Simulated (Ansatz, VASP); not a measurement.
TiO2: VASP beside Ansatz

```
CELL_PARAMETERS angstrom
5.14500 0.00000 0.00000
0.00000 9.18500 0.00000
0.00000 0.00000 5.44700
ATOMIC_POSITIONS crystal
Ti 0.13860 0.12899 0.90558
Ti 0.63860 0.37101 0.09442
Ti 0.86140 0.62899 0.59442
Ti 0.36140 0.87101 0.40558
Ti 0.86140 0.87101 0.09442
Ti 0.36140 0.62899 0.90558
Ti 0.13860 0.37101 0.40558
Ti 0.63860 0.12899 0.59442
O 0.46461 0.22989 0.89126
O 0.96461 0.27011 0.10874
O 0.53539 0.72989 0.60874
O 0.03539 0.77011 0.39126
O 0.53539 0.77011 0.10874
O 0.03539 0.72989 0.89126
O 0.46461 0.27011 0.39126
O 0.96461 0.22989 0.60874
O 0.81605 0.00977 0.85063
O 0.31605 0.49023 0.14937
O 0.18395 0.50977 0.64937
O 0.68395 0.99023 0.35063
O 0.18395 0.99023 0.14937
O 0.68395 0.50977 0.85063
O 0.81605 0.49023 0.35063
O 0.31605 0.00977 0.64937
```

Alike in both runs: functional PBE; k mesh 5 × 3 × 5; occupations fermi-dirac, width 0.02 eV; no spin polarisation.

Ansatz relaxed the structure, and its values are those at the end. VASP's run is a single point on that final structure, the one shown.

```csv
,VASP,Ansatz
version,VASP 6.6.1,Ansatz 0.2.0
potentials or method,"VASP PAW PBE potentials, release 64 (Ti_sv, O)","plane-wave PAW, scalar-relativistic"
plane-wave cutoff (eV),520,420
valence electrons in the cell,192,192
```

VASP gave:

| Property | Result |
| --- | --- |
| gap on the k mesh at the Fermi level (eV) | 2.36 |
| pressure (GPa) | 5.4 |
| rms of the force components (eV/Å) | 0.026 |

Problem. What did Ansatz give for the same quantities?

Solution. gap on the k mesh at the Fermi level (eV): 2.38; pressure (GPa): 4.8; rms of the force components (eV/Å): 0.009.

Ansatz's warnings: stress scf threshold loose.
